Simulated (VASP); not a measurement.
# Hg (P6_3/mmc) in VASP: notebook

Hg is run at these levels: PBEsol+D3(BJ); tasks: single point.

All numbers are computed with VASP 6.6.1; they aren't measurements. Logs are shortened: lines on timing, memory, paths and dates and some standing lists are left out, and cuts for length are marked.

## Step 1: The cell of the first run

The structure is hexagonal, space group P6_3/mmc (No. 194). Conventional cell: a = 3.236 Å, b = 3.236 Å, c = 5.187 Å, α = 90.00°, β = 90.00°, γ = 120.00°. Within 4.2 Å of Hg (site symmetry -6m2) lie 12 Hg at 3.20 to 3.24 Å.

## Step 2: Single point, PBEsol+D3(BJ) (23.52 Å³/atom)

INCAR reads:

```
SYSTEM = Hg
PREC = Accurate
ENCUT = 520
EDIFF = 1E-6
ISMEAR = 0
SIGMA = 0.15
LREAL = .False.
LASPH = .True.
NELM = 100
ALGO = Fast
ISIF = 2
LWAVE = .False.
LCHARG = .False.
GGA = PS
IVDW = 12
NBANDS = 19
```

KPOINTS reads:

```
Automatic mesh
0
Gamma
  18 18 10
  0 0 0
```

POSCAR reads:

```
Hg
1.0
    3.2360189424      0.0000000000      0.0000000000
   -1.6180094712      2.8024746112      0.0000000000
    0.0000000000      0.0000000000      5.1867594372
Hg
2
Direct
    0.6666666667      0.3333333333      0.7500000000
    0.3333333333      0.6666666667      0.2500000000
```

Potentials or basis: VASP PAW PBE potentials, release 64 (Hg).

The run is started by

```sh
> cat potpaw_PBE.64/Hg/POTCAR > POTCAR
> mpirun -np 1 vasp_std > vasp.out
```

OUTCAR:

```text
SYSTEM = Hg
   PREC = Accurate
   ENCUT = 520
   EDIFF = 1E-6
   ISMEAR = 0
   LREAL = .False.
   LASPH = .True.
   NELM = 100
   ISIF = 2
   GGA = PS
   IVDW = 12
 IVDW          = 12

 ion  position               nearest neighbor table
   1  0.667  0.333  0.750-   2 3.20   2 3.20   2 3.20   2 3.20   2 3.20   2 3.20
   2  0.333  0.667  0.250-   1 3.20   1 3.20   1 3.20   1 3.20   1 3.20   1 3.20

  LATTYP: Found a hexagonal cell.
 ALAT       =     3.2360189424
 C/A-ratio  =     1.6028210989

  Lattice vectors:

 A1 = (   3.2360189424,   0.0000000000,   0.0000000000)
 A2 = (  -1.6180094712,   2.8024746112,   0.0000000000)
 A3 = (   0.0000000000,   0.0000000000,   5.1867594372)

Analysis of symmetry for initial positions (statically):
=====================================================================
 Subroutine PRICEL returns:
 Original cell was already a primitive cell.

 Routine SETGRP: Setting up the symmetry group for a
 hexagonal supercell.

 Subroutine GETGRP returns: Found 24 space group operations
 (whereof 12 operations were pure point group operations)
 out of a pool of 24 trial point group operations.

The static configuration has the point symmetry D_3d.
 The point group associated with its full space group is D_6h.

Analysis of symmetry for dynamics (positions and initial velocities):
=====================================================================
 Subroutine PRICEL returns:
 Original cell was already a primitive cell.

 Routine SETGRP: Setting up the symmetry group for a
 hexagonal supercell.

 Subroutine GETGRP returns: Found 24 space group operations
 (whereof 12 operations were pure point group operations)
 out of a pool of 24 trial point group operations.

The dynamic configuration has the point symmetry D_3d.
 The point group associated with its full space group is D_6h.

 Subroutine INISYM returns: Found 24 space group operations
 (whereof 12 operations are pure point group operations),
 and found     1 'primitive' translations

----------------------------------------------------------------------------------------

                                     Primitive cell

  volume of cell :      47.0380

  direct lattice vectors                    reciprocal lattice vectors
     3.236018942  0.000000000  0.000000000     0.309021677  0.178413748  0.000000000
    -1.618009471  2.802474611  0.000000000     0.000000000  0.356827497  0.000000000
     0.000000000  0.000000000  5.186759437     0.000000000  0.000000000  0.192798608

  length of vectors
     3.236018942  3.236018942  5.186759437     0.356827497  0.356827497  0.192798608

  position of ions in fractional coordinates (direct lattice)
     0.666666667  0.333333333  0.750000000
     0.333333333  0.666666667  0.250000000

  ion indices of the primitive-cell ions
   primitive index   ion index
                 1           1
                 2           2

----------------------------------------------------------------------------------------

 KPOINTS: Automatic mesh

Automatic generation of k-mesh.
 Grid dimensions read from file:
 generate k-points for:   18   18   10

 Generating k-lattice:

  Cartesian coordinates                     Fractional coordinates (reciprocal lattice)
     0.017167871  0.009911875  0.000000000     0.055555556  0.000000000  0.000000000
     0.000000000  0.019823750  0.000000000     0.000000000  0.055555556  0.000000000
     0.000000000  0.000000000  0.019279861     0.000000000  0.000000000  0.100000000

  Length of vectors
     0.019823750  0.019823750  0.019279861

  Shift w.r.t. Gamma in fractional coordinates (k-lattice)
     0.000000000  0.000000000  0.000000000

 Subroutine IBZKPT returns following result:
 ===========================================

 Found    222 irreducible k-points:

 Following reciprocal coordinates:
            Coordinates               Weight
  0.000000  0.000000  0.000000      1.000000
  0.055556 -0.000000  0.000000      6.000000
  0.111111 -0.000000  0.000000      6.000000
  0.166667  0.000000  0.000000      6.000000
  0.222222  0.000000  0.000000      6.000000
  0.277778 -0.000000  0.000000      6.000000
[... 16 lines left out ...]
  0.333333  0.111111  0.000000     12.000000
  0.388889  0.111111  0.000000     12.000000
 [... further k-points ...]
   k-points           NKPTS =    222   k-points in BZ     NKDIM =    222   number of bands    NBANDS=     19
   number of dos      NEDOS =    301   number of ions     NIONS =      2
   total plane-waves  NPLWV =  23040
   dimension x,y,z NGX =    24 NGY =   24 NGZ =   40
   dimension x,y,z NGXF=    48 NGYF=   48 NGZF=   80
   ions per type =               2
   NGX,Y,Z   is equivalent  to a cutoff of  12.33, 12.33, 12.82 a.u.
   NGXF,Y,Z  is equivalent  to a cutoff of  24.66, 24.66, 25.64 a.u.
 SYSTEM =  Hg
   PREC   = accura    normal or accurate (medium, high low for compatibility)
   ISTART =      0    job   : 0-new  1-cont  2-samecut
   ICHARG =      2    charge: 1-file 2-atom 10-const
   ISPIN  =      1    spin polarized calculation?
   LNONCOLLINEAR =      F non collinear calculations
   LSORBIT =      F    spin-orbit coupling
   LASPH  =      T    aspherical Exc in radial PAW
   ENCUT  =  520.0 eV  38.22 Ry    6.18 a.u.   6.02  6.02  9.64*2*pi/ulx,y,z
   NELM   =    100;   NELMIN=  2; NELMDL= -5     # of ELM steps
   EDIFF  = 0.1E-05   stopping-criterion for ELM
   LREAL  =      F    real-space projection
   EDIFFG = 0.1E-04   stopping-criterion for IOM
   NSW    =      0    number of steps for IOM
   IBRION =     -1    ionic relax: 0-MD 1-quasi-New 2-CG
   NFREE  =      0    steps in history (QN), initial steepest desc. (CG)
   ISIF   =      2    stress and relaxation
   ISYM   =      2    0-nonsym 1-usesym 2-fastsym
   POTIM  = 0.5000    time-step for ionic-motion
   TEBEG  =    0.0;   TEEND  =   0.0 temperature during run
   PSTRESS=    0.0 pullay stress
   NELECT =      24.0000    total number of electrons
   NUPDOWN=      -1.0000    fix difference up-down
   EMIN   =  10.00;   EMAX   =-10.00  energy-range for DOS
   EFERMI =   0.00;   METHOD = LEGACY
   ISMEAR =     0;   SIGMA  =   0.15  broadening in eV -4-tet -1-fermi 0-gaus
   EFERMI_NEDOS =   21; number of points for ismear=-14 and -15
   IALGO  =     68    algorithm
   IMIX   =      4    mixing-type and parameters
     AMIX     =   0.40;   BMIX     =  1.00
     AMIX_MAG =   1.60;   BMIX_MAG =  1.00
  volume/ion in A,a.u.               =      23.52       158.71
  Fermi-wavevector in a.u.,A,eV,Ry     =   1.308164  2.472072 23.283566  1.711294
  Thomas-Fermi vector in A             =   2.438850
   LORBIT       =      0    0 simple, 1 ext, 2 COOP (PROOUT), +10 PAW based schemes
   GGA     = PS    functional components
   LHFCALC =     F    Hartree Fock is set to
   AEXX    =    0.0000 exact exchange contribution
   IVDW    =    12    specifies the selected vdW correction
   LEPSILON=     F    determine dielectric tensor
   LRPA    =     F    only Hartree local field effects (RPA)
 non-spin polarized calculation
 RMM-DIIS sequential band-by-band and
 Gauss-broadening in eV      SIGMA  =   0.15
  energy-cutoff  :      520.00
  volume of cell :       47.04
 maximum number of plane-waves:      1293
   NGX = 13   NGY = 13   NGZ = 19

 number of electron      23.9999993 magnetization

 Free energy of the ion-electron system (eV)
  ---------------------------------------------------
  ext. energy  EPLUGINS =         0.00000000
  ---------------------------------------------------
  free energy    TOTEN  =        -1.08909483 eV

  energy without entropy =       -1.08092344  energy(sigma->0) =       -1.08500913

 E-fermi :   2.3928     XC(G=0): -11.0697

 val. band max:        2.3886849961   @ k =   0.3333   0.1111   0.1000
 cond. band min:       2.3978416351   @ k =   0.3889  -0.0000   0.0000
 fundamental gap:      0.0091566390
 Fermi energy:         2.3928273473

 k-point     1 :       0.0000    0.0000    0.0000
  band No.  band energies     occupation
      1      -6.5480      2.00000
      2      -5.4011      2.00000
      3      -4.3559      2.00000
      4      -4.3275      2.00000
      5      -4.3275      2.00000
      6      -4.1806      2.00000
[... 11 lines left out ...]
     18      17.3269      0.00000
     19      17.3787      0.00000

 k-point     2 :       0.0556   -0.0000    0.0000
  band No.  band energies     occupation
      1      -6.4789      2.00000
      2      -5.3634      2.00000
      3      -4.4091      2.00000
      4      -4.2979      2.00000
      5      -4.2719      2.00000
      6      -4.1894      2.00000
[... 11 lines left out ...]
     18      17.4142      0.00000
     19      17.7628      0.00000

 k-point     3 :       0.1111   -0.0000    0.0000
  band No.  band energies     occupation
      1      -6.2773      2.00000
      2      -5.2610      2.00000
      3      -4.4738      2.00000
      4      -4.2294      2.00000
      5      -4.2115      2.00000
      6      -4.1708      2.00000
[... 11 lines left out ...]
     18      17.6751      0.00000
     19      17.8352      0.00000

 k-point     4 :       0.1667    0.0000    0.0000
  band No.  band energies     occupation
      1      -5.9645      2.00000
      2      -5.1338      2.00000
      3      -4.5146      2.00000
      4      -4.2529      2.00000
      5      -4.2353      2.00000
      6      -4.1440      2.00000
[... 11 lines left out ...]
     18      16.4822      0.00000
     19      17.7480      0.00000

 k-point     5 :       0.2222    0.0000    0.0000
  band No.  band energies     occupation
      1      -5.5982      2.00000
      2      -5.0616      2.00000
      3      -4.4624      2.00000
      4      -4.4071      2.00000
      5      -4.2550      2.00000
      6      -4.2161      2.00000
[... 11 lines left out ...]
     18      15.2507      0.00000
     19      17.0749      0.00000

 k-point     6 :       0.2778   -0.0000    0.0000
  band No.  band energies     occupation
      1      -5.2991      2.00000
      2      -5.0863      2.00000
      3      -4.5963      2.00000
      4      -4.2874      2.00000
      5      -4.2821      2.00000
      6      -4.1888      2.00000
[... 11 lines left out ...]
     18      15.0026      0.00000
     19      16.4245      0.00000

 k-point     7 :       0.3333    0.0000    0.0000
  band No.  band energies     occupation
      1      -5.1729      2.00000
      2      -5.1420      2.00000
      3      -4.7689      2.00000
      4      -4.3507      2.00000
      5      -4.1560      2.00000
      6      -3.9759      2.00000
[... 11 lines left out ...]
     18      14.8906      0.00000
     19      15.9106      0.00000

 k-point     8 :       0.3889   -0.0000    0.0000
  band No.  band energies     occupation
      1      -5.2298      2.00000
      2      -5.1209      2.00000
      3      -4.9033      2.00000
      4      -4.4000      2.00000
      5      -4.0735      2.00000
      6      -4.0299      2.00000
[... 256 lines left out ...]
 k-point    20 :       0.1667    0.1111    0.0000
  band No.  band energies     occupation
      1      -5.4329      2.00000
      2      -4.9547      2.00000
      3      -4.5879      2.00000
      4      -4.4467      2.00000
      5      -4.2839      2.00000
      6      -4.2464      2.00000
[... 11 lines left out ...]
     18      15.5083      0.00000
     19      15.8729      0.00000

 k-point    21 :       0.2222    0.1111    0.0000
  band No.  band energies     occupation
      1      -5.1486      2.00000
      2      -4.9661      2.00000
      3      -4.6272      2.00000
      4      -4.4432      2.00000
      5      -4.3411      2.00000
      6      -4.2005      2.00000
[... 11 lines left out ...]
     18      14.8200      0.00000
     19      15.3288      0.00000

 k-point    22 :       0.2778    0.1111    0.0000
  band No.  band energies     occupation
      1      -5.0445      2.00000
      2      -5.0165      2.00000
      3      -4.7891      2.00000
      4      -4.3857      2.00000
      5      -4.2020      2.00000
      6      -4.1080      2.00000
[... 11 lines left out ...]
     18      14.2314      0.00000
     19      14.8944      0.00000

 k-point    23 :       0.3333    0.1111    0.0000
  band No.  band energies     occupation
      1      -5.1092      2.00000
      2      -4.9973      2.00000
      3      -4.9142      2.00000
      4      -4.4161      2.00000
      5      -4.0611      2.00000
      6      -4.0436      2.00000
[... 11 lines left out ...]
     18      13.7745      0.00000
     19      14.5782      0.00000

 k-point    24 :       0.3889    0.1111    0.0000
  band No.  band energies     occupation
      1      -5.1568      2.00000
      2      -5.0022      2.00000
      3      -4.9926      2.00000
      4      -4.4328      2.00000
      5      -4.0860      2.00000
      6      -4.0006      2.00000
[... 11 lines left out ...]
     18      13.4840      0.00000
     19      14.3863      0.00000

 [... further k-points ...]

------------------------ aborting loop because EDIFF is reached ----------------------------------------

 Edisp (eV)   -0.84828

 E8    (eV) :    -0.5752

  FORCE on cell =-STRESS in cart. coord.  units (eV):
  Direction    XX          YY          ZZ          XY          YZ          ZX
  --------------------------------------------------------------------------------------
  -------------------------------------------------------------------------------------
  Total      -0.65482    -0.65482    -0.77216    -0.00000     0.00000     0.00000
  in kB     -22.30390   -22.30390   -26.30086    -0.00000     0.00000     0.00000
  external pressure =      -23.64 kB  Pullay stress =        0.00 kB

 VOLUME and BASIS-vectors are now :
 -----------------------------------------------------------------------------
  energy-cutoff  :      520.00
  volume of cell :       47.04
      direct lattice vectors                 reciprocal lattice vectors
     3.236018942  0.000000000  0.000000000     0.309021677  0.178413748  0.000000000
    -1.618009471  2.802474611  0.000000000     0.000000000  0.356827497  0.000000000
     0.000000000  0.000000000  5.186759437     0.000000000  0.000000000  0.192798608

 POSITION                                       TOTAL-FORCE (eV/Angst)
 -----------------------------------------------------------------------------------
      1.61801      0.93416      3.89007         0.000000      0.000000      0.000000
     -0.00000      1.86832      1.29669        -0.000000     -0.000000      0.000000
 -----------------------------------------------------------------------------------
    total drift:                                0.000000     -0.000000      0.000000

  FREE ENERGIE OF THE ION-ELECTRON SYSTEM (eV)
  ---------------------------------------------------
  free  energy   TOTEN  =        -1.9373707182 eV

  energy  without entropy=       -1.9291993330  energy(sigma->0) =       -1.93328503
```

It took 2 min on 1 thread of Intel Xeon 8259CL, shared host; peak memory 0.29 GiB.

Results:

```
Free energy                : -1.9374 eV
Pressure                   : -2.4 GPa
Band gap on the k mesh     : zero (bands 12 and 13 overlap by 1.47 eV)
Dispersion energy per atom : -0.424 eV
```

Caveat: the PAW data sets were made with another functional, which shifts forces and pressure a little; spin-orbit coupling is left out, which moves the levels of the heavy elements.

## Step 3: Single point, PBEsol+D3(BJ) (23.52 Å³/atom)

INCAR reads:

```
PREC = Accurate
ENCUT = 520
EDIFF = 1E-6
ISMEAR = 0
SIGMA = 0.15
LREAL = F
LASPH = T
NELM = 80
ALGO = Fast
ISIF = 2
LWAVE = F
LCHARG = F
GGA = PS
IVDW = 12
NBANDS = 19
```

KPOINTS reads:

```
Automatic mesh
0
Gamma
  18 18 10
```

POSCAR reads:

```
Hg
1.0
    3.2577219221      0.0000000000      0.0000000000
   -1.6288609611      2.8212699430      0.0000000000
    0.0000000000      0.0000000000      5.1178811397
Hg
2
Direct
    0.6666666667      0.3333333333      0.7500000000
    0.3333333333      0.6666666667      0.2500000000
```

Potentials or basis: VASP PAW PBE potentials, release 64 (Hg).

The run is started by

```sh
> cat potpaw_PBE.64/Hg/POTCAR > POTCAR
> mpirun -np 1 vasp_std > vasp.out
```

It took 2.4 min on 1 thread of Intel Xeon 8259CL, shared host; peak memory 0.29 GiB.

Results (log left out):

```yaml
Free_energy: -1.9384 eV
Pressure: -2.4 GPa
Band_gap_on_the_k_mesh: zero (bands 12 and 13 overlap by 1.31 eV)
Dispersion_energy_per_atom: -0.424 eV
```

Stress tensor (GPa, compression positive):
```
-2.34  0.00  0.00
 0.00 -2.34  0.00
 0.00  0.00 -2.44
```

Levels at points of the mesh, in eV from the Fermi level:
| k point | band 9 | band 10 | band 11 | band 12 | band 13 | band 14 | band 15 | band 16 |
| --- | --- | --- | --- | --- | --- | --- | --- | --- |
| (0.00, 0.00, 0.00) | -6.47 | -5.68 | -5.68 | -1.31 | -1.00 | 12.20 | 12.20 | 12.90 |
| (0.50, 0.00, 0.00) | -5.57 | -5.53 | -2.44 | -2.29 | 3.08 | 3.38 | 4.25 | 6.73 |
| (0.00, 0.00, 0.50) | -5.91 | -5.91 | -5.91 | -5.91 | 7.47 | 7.47 | 13.15 | 13.15 |
| (0.50, 0.00, 0.50) | -5.61 | -5.61 | -1.30 | -1.30 | -0.19 | -0.19 | 9.11 | 9.11 |

Caveat: the PAW data sets were made with another functional, which shifts forces and pressure a little; spin-orbit coupling is left out, which moves the levels of the heavy elements.

## Step 4: Single point, PBEsol+D3(BJ) (23.52 Å³/atom)

INCAR reads:

```
SYSTEM = Hg
  PREC = Accurate
  ENCUT = 520
  EDIFF = 1E-7
  ISMEAR = 0
  SIGMA = 0.15
  LREAL = .FALSE.
  LASPH = .TRUE.
  NELM = 100
  ALGO = Fast
  ISIF = 2
  LWAVE = .FALSE.
  LCHARG = .FALSE.
  GGA = PS
  IVDW = 12
  NBANDS = 19
```

KPOINTS reads:

```
regular mesh
0
G
  18 18 10
  0 0 0
```

POSCAR reads:

```
Hg
1.0
    3.3015221452      0.0000000000      0.0000000000
   -1.6507610726      2.8592020489      0.0000000000
    0.0000000000      0.0000000000      4.9829873737
Hg
2
Direct
    0.6666666667      0.3333333333      0.7500000000
    0.3333333333      0.6666666667      0.2500000000
```

The run is started by

```sh
> cat potpaw_PBE.64/Hg/POTCAR > POTCAR
> mpirun -np 1 vasp_std > vasp.out
```

Run time: 5.1 min. Hardware: 1 thread of Intel Xeon 8259CL, shared host; peak memory 0.3 GiB.

Results (log left out):

```yaml
Free_energy: -1.9381 eV
Pressure: -2.4 GPa
Band_gap_on_the_k_mesh: zero (bands 12 and 13 overlap by 0.99 eV)
Dispersion_energy_per_atom: -0.424 eV
```

Levels at points of the mesh, in eV from the Fermi level:
```csv
k point,band 8,band 9,band 10,band 11,band 12,band 13,band 14,band 15,band 16,band 17
"(0.00, 0.00, 0.00)",-6.58,-6.58,-5.70,-5.70,-1.11,-0.57,11.62,11.62,12.58,14.21
"(0.50, 0.00, 0.00)",-5.80,-5.65,-5.51,-2.67,-2.47,3.34,3.69,4.34,6.31,7.56
"(0.00, 0.00, 0.50)",-6.40,-5.92,-5.92,-5.92,-5.92,8.23,8.23,12.82,12.82,12.82
"(0.50, 0.00, 0.50)",-5.72,-5.69,-5.69,-1.43,-1.43,-0.20,-0.20,8.86,8.86,10.81
```

Caveat: the PAW data sets were made with another functional, which shifts forces and pressure a little; spin-orbit coupling is left out, which moves the levels of the heavy elements.

## Step 5: Summary

| cell | further INCAR settings | gap on the mesh (eV) | pressure (GPa) |
| --- | --- | --- | --- |
| a = 3.236, b = 3.236, c = 5.187 Å, angles 90.0, 90.0, 120.0°, 2 atoms | ALGO = Fast; EDIFF = 1e-06; NBANDS = 19 | none | -2.4 |
| a = 3.258, b = 3.258, c = 5.118 Å, angles 90.0, 90.0, 120.0°, 2 atoms | ALGO = Fast; EDIFF = 1e-06; NBANDS = 19 | none | -2.4 |
| a = 3.302, b = 3.302, c = 4.983 Å, angles 90.0, 90.0, 120.0°, 2 atoms | ALGO = Fast; EDIFF = 1e-07; NBANDS = 19 | none | -2.4 |

Alike in all rows: task single point; level PBEsol+D3(BJ); potentials or basis VASP PAW PBE potentials, release 64 (Hg); no spin polarisation; k mesh 18 × 18 × 10; cutoff (eV) 520; smearing gaussian 0.15 eV.

Caveats: the PAW data sets were made with another functional, which shifts forces and pressure a little; spin-orbit coupling is left out, which moves the levels of the heavy elements.

Absolute energies hang on the potentials; compare differences alone.
